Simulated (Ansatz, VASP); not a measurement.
# Ge4Pd: VASP beside Ansatz

INCAR

```
SYSTEM = Ge4Pd
PREC = Accurate ; ENCUT = 600
EDIFF = 1E-7 ; ISMEAR = 0
SIGMA = 0.1 ; LREAL = .False.
LASPH = .True. ; NELM = 80
ALGO = Normal ; ISIF = 3
LWAVE = .False. ; LCHARG = .False.
GGA = PE ; IBRION = 2
NSW = 100 ; EDIFFG = -0.01
```

KPOINTS

```
Automatic mesh
0
Gamma
  10 10 6
  0 0 0
```

Contents of POSCAR:

```
Ge4Pd
1.0
    4.0221922414      0.0000000000      0.0000000000
    0.0000000000      4.0221922414      0.0000000000
    0.0000000000      0.0000000000      6.0734306436
Ge Pd
4 1
Direct
    0.0000000000      0.5000000000      0.7186959507
    0.5000000000      0.0000000000      0.7186959507
    0.0000000000      0.5000000000      0.2813040493
    0.5000000000      0.0000000000      0.2813040493
    0.0000000000      0.0000000000      0.0000000000
```

Input for Ansatz:

```yaml
crystal:
  lattice:
    - [4.0221922414, 0.0, 0.0]
    - [0.0, 4.0221922414, 0.0]
    - [0.0, 0.0, 6.0734306436]
  atoms:
    - { symbol: Ge, position: [0.0, 0.5, 0.7186959507] }
    - { symbol: Ge, position: [0.5, 0.0, 0.7186959507] }
    - { symbol: Ge, position: [0.0, 0.5, 0.2813040493] }
    - { symbol: Ge, position: [0.5, 0.0, 0.2813040493] }
    - { symbol: Pd, position: [0.0, 0.0, 0.0] }
basis:
  ecutwfc: 420
kpoints:
  mp_grid: { grid: [10, 10, 6] }
hamiltonian:
  xc: pbe
scf:
  occupations: { method: gaussian, width: 0.1 }
output:
  forces: true
  stress: true
  eigenvalues: true
  write_density: true
  write_potential: true
  elf: true
  volumetric_format: npy
relax:
  adjacent_minimum: "off"
  f_tol: 0.01
  max_steps: 80
  cell: { stress_tol: 0.05 }
```

Alike in both runs: task relaxation of cell and atoms; functional PBE; k mesh 10 × 10 × 6; occupations gaussian, width 0.1 eV; no spin polarisation.

```csv
,VASP,Ansatz
version,VASP 6.6.1,Ansatz 0.2.0
potentials or method,"VASP PAW PBE potentials, release 64 (Ge_d, Pd), cutoff 600 eV","scalar-relativistic, plane waves, PAW"
valence electrons in the cell,66,74
```

|  | VASP | Ansatz | Ansatz less VASP |
| --- | --- | --- | --- |
| gap on the k mesh at the Fermi level, each at its own relaxed structure (eV) | none | none | - |
| relaxed volume (Å³/atom) | 19.60 | 19.59 | -0.005 |
| relaxed cell length with the largest relative difference (Å) | 5.879 | 5.874 | -0.0041 |

A gap of «none» marks a metal or a gap that the smearing closes. VASP's potentials hold 66 valence electrons a cell and Ansatz's 74, so a difference there can come from the potentials and not from the codes.
